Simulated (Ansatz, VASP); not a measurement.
Two plane-wave programs on BP

The input POSCAR:

```
BP
1.0
    0.0000000000      2.2342909487      2.2342909487
    2.2342909487      0.0000000000      2.2342909487
    2.2342909487      2.2342909487      0.0000000000
B P
1 1
Direct
    0.0000000000      0.0000000000      0.0000000000
    0.2500000000      0.2500000000      0.2500000000
```

File INCAR.step1:

```
  PREC = Accurate
  ENCUT = 520
  ISMEAR = 0
  SIGMA = 0.01
  LREAL = False
  LASPH = True
  NELM = 100
  NBANDS = 11
  GGA = PE
  ALGO = Normal
  EDIFF = 1E-4
  LWAVE = True
  LCHARG = False
```

INCAR.step2

```
  PREC = Accurate
  ENCUT = 520
  EDIFF = 1E-6
  ISMEAR = 0
  SIGMA = 0.01
  LREAL = False
  LASPH = True
  NELM = 100
  ALGO = Normal
  ISIF = 2
  LWAVE = False
  LCHARG = False
  METAGGA = R2SCAN
  LMIXTAU = True
  NBANDS = 11
  ISTART = 1
```

The input KPOINTS:

```
Automatic mesh
0
Gamma
  10 10 10
```

Input for Ansatz:

```yaml
crystal:
  lattice:
    - [0.0, 2.2342909487, 2.2342909487]
    - [2.2342909487, 0.0, 2.2342909487]
    - [2.2342909487, 2.2342909487, 0.0]
  atoms:
    - { symbol: B, position: [0.0, 0.0, 0.0] }
    - { symbol: P, position: [0.25, 0.25, 0.25] }
kpoints:
  mp_grid: { grid: [10, 10, 10] }
  band_path:
    path:
      - [0.0, 0.0, 0.0]
      - [-0.5, -0.5, 0.0]
      - [-0.375, -0.375, 0.25]
      - [-0.375, 0.0, 0.375]
      - [0.0, 0.0, 0.5]
      - [-0.5, -0.25, 0.25]
      - [0.0, 0.419271, 0.419271]
    npoints: 1
hamiltonian:
  xc: r2scan
scf:
  occupations: { method: fixed }
  n_extra_bands: 4
output:
  forces: true
  stress: true
  eigenvalues: true
```

Change from the starting cell: hydrostatic strain -1.5%.

Alike in both runs: task single point; functional r2SCAN; k mesh 10 × 10 × 10; no spin polarisation.

|  | VASP | Ansatz |
| --- | --- | --- |
| version | VASP 6.6.1 | Ansatz 0.2.0 |
| potentials or method | VASP PAW PBE potentials, release 64 (B, P) | plane waves, PAW |
| plane-wave cutoff (eV) | 520 | 500 |
| occupations | gaussian, width 0.01 eV | fixed |
| valence electrons in the cell | 8 | 8 |

Ansatz gave:

```
gap on the k mesh at the Fermi level (eV) : 1.35
pressure (GPa)                            : 8.4
```

What did VASP give for the same quantities?

gap on the k mesh at the Fermi level (eV): 1.38; pressure (GPa): 7.8.

VASP's potentials were made for PBE, not for r2SCAN.
